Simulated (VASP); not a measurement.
A run of VASP 6.6.1 is set up as follows.

Contents of INCAR:

```
SYSTEM = Au
ALGO = Fast
EDIFF = 1E-6
ENCUT = 520
GGA = PS
ISIF = 2
ISMEAR = 0
LASPH = .TRUE.
LCHARG = .TRUE.
LELF = .TRUE.
LREAL = .FALSE.
LVHAR = .TRUE.
LWAVE = .FALSE.
NBANDS = 12
NELM = 60
PREC = Accurate
SIGMA = 0.15
```

Contents of KPOINTS:

```
k-points
0
G
  22 22 22
  0 0 0
```

Contents of POSCAR:

```
Au
1.0
   -1.6799741365      1.6799741365      1.6127751710
    1.6799741365     -1.6799741365      1.6127751710
    1.6799741365      1.6799741365     -1.6127751710
Au
1
Direct
    0.0000000000      0.0000000000      0.0000000000
```

Potentials or basis: VASP PAW PBE potentials, release 64 (Au).

Run with:

```bash
$ cat potpaw_PBE.64/Au/POTCAR > POTCAR
$ mpirun -np 1 vasp_std > vasp.out
```

Problem. Estimate the band gap on the k mesh.

Solution. Zero (an odd number of electrons rules out a gap without spin polarisation).

Problem. What does it give for the pressure?

Solution. -9.5 GPa.

Stress tensor (GPa, compression positive):
```
-9.39  0.00  0.00
 0.00 -9.39  0.00
 0.00  0.00 -9.82
```

Caveat: the cell stands under tension; the PAW data sets were made with another functional, which shifts forces and pressure a little; spin-orbit coupling is left out, which moves the levels of the heavy elements.
